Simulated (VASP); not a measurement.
A run of VASP 6.6.1:

INCAR

```
PREC = Accurate ; ENCUT = 520
EDIFF = 1E-7 ; ISMEAR = 0
SIGMA = 0.15 ; LREAL = False
LASPH = True ; NELM = 80
ALGO = Normal ; ISIF = 2
LWAVE = False ; LCHARG = True
GGA = PS ; LELF = True
LVHAR = True ; NBANDS = 11
```

KPOINTS

```
regular mesh
0
Gamma
  14 14 14
```

POSCAR

```
Ca
1.0
    0.0000000000      2.7942000000      3.0177360000
    2.7942000000      0.0000000000      3.0177360000
    2.7942000000      2.7942000000      0.0000000000
Ca
1
Direct
    0.0000000000      0.0000000000      0.0000000000
```

Potentials or basis: VASP PAW PBE potentials, release 64 (Ca_sv).

Command:

```console
$ cat potpaw_PBE.64/Ca_sv/POTCAR > POTCAR
$ mpirun -np 1 vasp_std > vasp.out
```

Hardware: 1 thread of Intel(R) Xeon(R) 6975P-C (Granite Rapids), with other jobs on the host.

Task: How long does it take, and how much memory?

Result: Wall time 38 s on 1 thread of Intel(R) Xeon(R) 6975P-C (Granite Rapids), with other jobs on the host, peak memory 0.27 GiB. Counts: scf iterations 13, k points 244.
